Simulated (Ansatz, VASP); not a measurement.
# Sr: VASP beside Ansatz

```
CELL_PARAMETERS angstrom
-0.32117 2.89054 2.89054
2.89054 -0.32117 2.89054
2.89054 2.89054 -0.32117
ATOMIC_POSITIONS crystal
Sr 0.00000 0.00000 0.00000
```

Alike in both runs: task single point; functional PBEsol; k mesh 10 × 10 × 10; occupations gaussian, width 0.03 eV; no spin polarisation.

```csv
,VASP,Ansatz
version,VASP 6.6.1,Ansatz 0.2.0
potentials or method,"VASP PAW PBE potentials, release 64 (Sr_sv), cutoff 520 eV","scalar-relativistic, plane waves, PAW"
valence electrons in the cell,10,10
```

```tsv
	VASP	Ansatz	Ansatz less VASP
gap on the k mesh at the Fermi level (eV)	none	none	-
pressure (GPa)	-0.7	-0.7	-0.01
traceless stress, the component that is largest in VASP (GPa)	1.04	1.03	-0.002
```

VASP's potentials were made for PBE, not for PBEsol. A gap of «none» marks a metal or a gap that the smearing closes. With one functional, cell and mesh, what is left measures potentials, basis and numerics.
